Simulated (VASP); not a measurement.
# WF2 (Fm-3m) in VASP: a series of runs

WF2 is run at these levels: PBEsol; tasks: single point, relaxation of cell and atoms.

All numbers are computed with VASP 6.6.1; they aren't measurements. Logs are shortened: lines on timing, memory, paths and dates and some standing lists are left out, and cuts for length are marked.

## Step 1: The cell of the first run

It takes space group Fm-3m (No. 225, cubic). Conventional cell: a = 5.151 Å, b = 5.151 Å, c = 5.151 Å, α = 90.00°, β = 90.00°, γ = 90.00°. W (site symmetry m-3m) has 8 F at 2.23 Å within 2.9 Å. Within 2.9 Å of F (site symmetry -43m) lie 4 W at 2.23 Å and 6 F at 2.58 Å.

## Step 2: Single point, PBEsol

INCAR reads:

```
SYSTEM = WF2
PREC = Accurate
ENCUT = 520
EDIFF = 1E-6
ISMEAR = 0
SIGMA = 0.1
LREAL = .False.
LASPH = .True.
NELM = 100
ALGO = Normal
ISIF = 2
LWAVE = .False.
LCHARG = .True.
GGA = PS
LELF = .True.
LVHAR = .True.
NBANDS = 21
```

KPOINTS reads:

```
Automatic mesh
0
Gamma
  14 14 14
  0 0 0
```

POSCAR reads:

```
WF2
1.0
    0.0000000000      2.5756485844      2.5756485844
    2.5756485844      0.0000000000      2.5756485844
    2.5756485844      2.5756485844      0.0000000000
W F
1 2
Direct
    0.0000000000      0.0000000000      0.0000000000
    0.2500000000      0.2500000000      0.2500000000
    0.7500000000      0.7500000000      0.7500000000
```

Potentials or basis: VASP PAW PBE potentials, release 64 (W_sv, F).

Command:

```sh
cat potpaw_PBE.64/W_sv/POTCAR potpaw_PBE.64/F/POTCAR > POTCAR
mpirun -np 1 vasp_std > vasp.out
```

OUTCAR:

```text
SYSTEM = WF2
   PREC = Accurate
   ENCUT = 520
   EDIFF = 1E-6
   ISMEAR = 0
   LREAL = .False.
   LASPH = .True.
   NELM = 100
   ISIF = 2
   GGA = PS

 ion  position               nearest neighbor table
   1  0.000  0.000  0.000-   3 2.23   3 2.23   2 2.23   3 2.23   2 2.23   2 2.23   3 2.23   2 2.23

   2  0.250  0.250  0.250-   1 2.23   1 2.23   1 2.23   1 2.23
   3  0.750  0.750  0.750-   1 2.23   1 2.23   1 2.23   1 2.23

  LATTYP: Found a face centered cubic cell.
 ALAT       =     5.1512971688

  Lattice vectors:

 A1 = (   0.0000000000,   2.5756485844,   2.5756485844)
 A2 = (   2.5756485844,   0.0000000000,   2.5756485844)
 A3 = (   2.5756485844,   2.5756485844,   0.0000000000)

Analysis of symmetry for initial positions (statically):
=====================================================================
 Subroutine PRICEL returns:
 Original cell was already a primitive cell.

 Routine SETGRP: Setting up the symmetry group for a
 face centered cubic supercell.

 Subroutine GETGRP returns: Found 48 space group operations
 (whereof 48 operations were pure point group operations)
 out of a pool of 48 trial point group operations.

The static configuration has the point symmetry O_h .

Analysis of symmetry for dynamics (positions and initial velocities):
=====================================================================
 Subroutine PRICEL returns:
 Original cell was already a primitive cell.

 Routine SETGRP: Setting up the symmetry group for a
 face centered cubic supercell.

 Subroutine GETGRP returns: Found 48 space group operations
 (whereof 48 operations were pure point group operations)
 out of a pool of 48 trial point group operations.

The dynamic configuration has the point symmetry O_h .

 Subroutine INISYM returns: Found 48 space group operations
 (whereof 48 operations are pure point group operations),
 and found     1 'primitive' translations

----------------------------------------------------------------------------------------

                                     Primitive cell

  volume of cell :      34.1735

  direct lattice vectors                    reciprocal lattice vectors
     0.000000000  2.575648584  2.575648584    -0.194125861  0.194125861  0.194125861
     2.575648584  0.000000000  2.575648584     0.194125861 -0.194125861  0.194125861
     2.575648584  2.575648584  0.000000000     0.194125861  0.194125861 -0.194125861

[... 77 lines left out ...]
   ISTART =      0    job   : 0-new  1-cont  2-samecut
   ICHARG =      2    charge: 1-file 2-atom 10-const
   ISPIN  =      1    spin polarized calculation?
   LNONCOLLINEAR =      F non collinear calculations
   LSORBIT =      F    spin-orbit coupling
   LASPH  =      T    aspherical Exc in radial PAW
   ENCUT  =  520.0 eV  38.22 Ry    6.18 a.u.   6.77  6.77  6.77*2*pi/ulx,y,z
   NELM   =    100;   NELMIN=  2; NELMDL= -5     # of ELM steps
   EDIFF  = 0.1E-05   stopping-criterion for ELM
   LREAL  =      F    real-space projection
   EDIFFG = 0.1E-04   stopping-criterion for IOM
   NSW    =      0    number of steps for IOM
   IBRION =     -1    ionic relax: 0-MD 1-quasi-New 2-CG
   NFREE  =      0    steps in history (QN), initial steepest desc. (CG)
   ISIF   =      2    stress and relaxation
   ISYM   =      2    0-nonsym 1-usesym 2-fastsym
   POTIM  = 0.5000    time-step for ionic-motion
   TEBEG  =    0.0;   TEEND  =   0.0 temperature during run
   PSTRESS=    0.0 pullay stress
   NELECT =      28.0000    total number of electrons
   NUPDOWN=      -1.0000    fix difference up-down
   EMIN   =  10.00;   EMAX   =-10.00  energy-range for DOS
   EFERMI =   0.00;   METHOD = LEGACY
   ISMEAR =     0;   SIGMA  =   0.10  broadening in eV -4-tet -1-fermi 0-gaus
   EFERMI_NEDOS =   21; number of points for ismear=-14 and -15
   IALGO  =     38    algorithm
   IMIX   =      4    mixing-type and parameters
     AMIX     =   0.40;   BMIX     =  1.00
     AMIX_MAG =   1.60;   BMIX_MAG =  1.00
  volume/ion in A,a.u.               =      11.39        76.87
  Fermi-wavevector in a.u.,A,eV,Ry     =   1.531902  2.894874 31.929103  2.346723
  Thomas-Fermi vector in A             =   2.639182
   LORBIT       =      0    0 simple, 1 ext, 2 COOP (PROOUT), +10 PAW based schemes
   GGA     = PS    functional components
   LHFCALC =     F    Hartree Fock is set to
   AEXX    =    0.0000 exact exchange contribution
   IVDW    =     0    specifies the selected vdW correction
   LEPSILON=     F    determine dielectric tensor
   LRPA    =     F    only Hartree local field effects (RPA)
 non-spin polarized calculation
 Gauss-broadening in eV      SIGMA  =   0.10
  energy-cutoff  :      520.00
  volume of cell :       34.17
 maximum number of plane-waves:       941
   NGX = 13   NGY = 13   NGZ = 13

 number of electron      27.9999997 magnetization

 Free energy of the ion-electron system (eV)
  ---------------------------------------------------
  ext. energy  EPLUGINS =         0.00000000
  ---------------------------------------------------
  free energy    TOTEN  =       -18.51457284 eV

  energy without entropy =      -18.50444788  energy(sigma->0) =      -18.50951036

 E-fermi :   8.5819     XC(G=0): -12.1763

 val. band max:        8.5432052890   @ k =  -0.4286   0.4286   0.1429
 cond. band min:       8.5821135943   @ k =  -0.3571   0.4286   0.0714
 fundamental gap:      0.0389083054
 Fermi energy:         8.5818524791

 k-point     1 :       0.0000    0.0000    0.0000
  band No.  band energies     occupation
      1     -66.5801      2.00000
      2     -30.8057      2.00000
      3     -30.8057      2.00000
      4     -30.8057      2.00000
      5     -19.9327      2.00000
      6     -18.5178      2.00000
[... 565 lines left out ...]
     20      19.1591      0.00000
     21      19.4900      0.00000

 [... further k-points ...]
[... 5 lines left out ...]
  --------------------------------------------------------------------------------------
  -------------------------------------------------------------------------------------
  Total        0.1994796      0.1994796      0.1994796      0.0000000      0.0000000     -0.0000000
  in kB        9.3523195      9.3523195      9.3523195      0.0000000      0.0000000     -0.0000000
  external PRESSURE =       9.3523195 kB  Pullay stress =       0.0000000 kB

 VOLUME and BASIS-vectors are now :
 -----------------------------------------------------------------------------
  energy-cutoff  :      520.00
  volume of cell :       34.17
      direct lattice vectors                 reciprocal lattice vectors
     0.000000000  2.575648584  2.575648584    -0.194125861  0.194125861  0.194125861
     2.575648584  0.000000000  2.575648584     0.194125861 -0.194125861  0.194125861
     2.575648584  2.575648584  0.000000000     0.194125861  0.194125861 -0.194125861

 POSITION                                       TOTAL-FORCE (eV/Angst)
 -----------------------------------------------------------------------------------
      0.00000      0.00000      0.00000        -0.000000     -0.000000     -0.000000
      1.28782      1.28782      1.28782        -0.000000     -0.000000      0.000000
      3.86347      3.86347      3.86347         0.000000      0.000000     -0.000000
 -----------------------------------------------------------------------------------
    total drift:                                0.000000      0.000000      0.000000

  FREE ENERGIE OF THE ION-ELECTRON SYSTEM (eV)
  ---------------------------------------------------
  free  energy   TOTEN  =       -18.5145728406 eV

  energy  without entropy=      -18.5044478829  energy(sigma->0) =      -18.50951036
```

OSZICAR:

```text
N       E                     dE             d eps       ncg     rms          rms(c)
DAV:   1     0.245547789685E+03    0.24555E+03   -0.15704E+04  4384   0.147E+03
DAV:   2    -0.736159752495E+01   -0.25291E+03   -0.24372E+03  4948   0.410E+02
DAV:   3    -0.193152317888E+02   -0.11954E+02   -0.11787E+02  4843   0.867E+01
DAV:   4    -0.194070319966E+02   -0.91800E-01   -0.91746E-01  4608   0.844E+00
DAV:   5    -0.194077897109E+02   -0.75771E-03   -0.75771E-03  4818   0.746E-01    0.152E+01
DAV:   6    -0.185728623711E+02    0.83493E+00   -0.32031E+00  4549   0.159E+01    0.787E+00
DAV:   7    -0.185187550970E+02    0.54107E-01   -0.24913E-01  4517   0.450E+00    0.509E+00
DAV:   8    -0.185153112017E+02    0.34439E-02   -0.23309E-02  4483   0.151E+00    0.335E-01
DAV:   9    -0.185145596913E+02    0.75151E-03   -0.40418E-03  4823   0.526E-01    0.186E-01
DAV:  10    -0.185145667103E+02   -0.70189E-05   -0.18021E-04  4606   0.126E-01    0.221E-02
DAV:  11    -0.185145727646E+02   -0.60544E-05   -0.11053E-05  4553   0.314E-02    0.282E-03
DAV:  12    -0.185145728406E+02   -0.75940E-07   -0.17291E-07  2369   0.442E-03
   1 F= -.18514573E+02 E0= -.18509510E+02  d E =-.101250E-01
```

Run time: 53 s. Hardware: 1 thread of Intel Xeon Platinum 8259CL at 2.50GHz (Skylake/Cascade Lake), shared host; peak memory 0.2 GiB.

Results:

```
Free energy            : -18.5146 eV
Pressure               : 0.9 GPa
Band gap on the k mesh : zero (band 14 reaches 8.66 eV, above the bottom of band 15 at 7.62 eV)
```

Caveat: the PAW data sets were made with another functional, which shifts forces and pressure a little; spin-orbit coupling is left out, which moves the levels of the heavy elements.

## Step 3: Relaxation of cell and atoms, PBEsol

INCAR reads:

```
PREC = Accurate ; ENCUT = 600
EDIFF = 1E-7 ; ISMEAR = 0
SIGMA = 0.1 ; LREAL = F
LASPH = T ; NELM = 100
ALGO = Normal ; ISIF = 3
LWAVE = F ; LCHARG = F
GGA = PS ; IBRION = 2
NSW = 100 ; EDIFFG = -0.01
```

KPOINTS reads:

```
Automatic mesh
0
Gamma
  14 14 14
```

POSCAR reads:

```
WF2
1.0
    0.0000000000      2.5746784447      2.5746784447
    2.5746784447      0.0000000000      2.5746784447
    2.5746784447      2.5746784447      0.0000000000
W F
1 2
Direct
    0.0000000000      0.0000000000      0.0000000000
    0.2500000000      0.2500000000      0.2500000000
    0.7500000000      0.7500000000      0.7500000000
```

Potentials or basis: VASP PAW PBE potentials, release 64 (W_sv, F).

Command:

```sh
cat potpaw_PBE.64/W_sv/POTCAR potpaw_PBE.64/F/POTCAR > POTCAR
mpirun -np 1 vasp_std > vasp.out
```

It took 2.1 min on 1 thread of Intel Xeon Platinum 8259CL at 2.50GHz (Skylake/Cascade Lake), shared host; peak memory 0.23 GiB.

The run converged. Its results:

```yaml
Free_energy: -18.5193 eV
Relaxed_volume: 11.45 Å³/atom
Relaxed_cell: a = 3.649 Å, b = 3.649 Å, c = 3.649 Å, α = 60.00°, β = 60.00°, γ = 60.00°
Space_group_after_relaxing_to_0.05_Å: Fm-3m (No. 225)
Energy_gained_by_relaxing: 0.3 meV/atom
Ionic_steps: 3
Pressure_after_relaxing: 0.0 GPa
Band_gap_on_the_k_mesh: zero (band 14 reaches 8.58 eV, above the bottom of band 15 at 7.55 eV)
```

The path:
```
step  energy change (eV)  largest force (eV/Å)  pressure (GPa)  volume (Å³)
   1              0.0000                0.0000            1.09        34.13
   2             -0.0004                0.0000           -0.72        34.52
   3             -0.0008                0.0000            0.00        34.36
```

Final structure:
```
W F
1.0
     0.00000    2.58037    2.58037
     2.58037    0.00000    2.58037
     2.58037    2.58037    0.00000
W F
1 2
Direct
  0.00000 0.00000 0.00000
  0.25000 0.25000 0.25000
  0.75000 0.75000 0.75000
```

Levels at points of the mesh, in eV from the Fermi level:
| k point | band 10 | band 11 | band 12 | band 13 | band 14 | band 15 | band 16 | band 17 | band 18 |
| --- | --- | --- | --- | --- | --- | --- | --- | --- | --- |
| (0.00, 0.00, 0.00) | -8.26 | -8.26 | -8.26 | -1.47 | -0.95 | -0.95 | 2.52 | 2.52 | 2.52 |
| (0.50, 0.00, 0.00) | -9.58 | -9.08 | -9.08 | -0.54 | -0.54 | 0.20 | 1.94 | 1.94 | 3.50 |
| (0.50, 0.50, 0.00) | -8.65 | -8.65 | -7.90 | -1.44 | -0.14 | 0.19 | 1.47 | 1.47 | 5.83 |

Caveat: the PAW data sets were made with another functional, which shifts forces and pressure a little; spin-orbit coupling is left out, which moves the levels of the heavy elements.
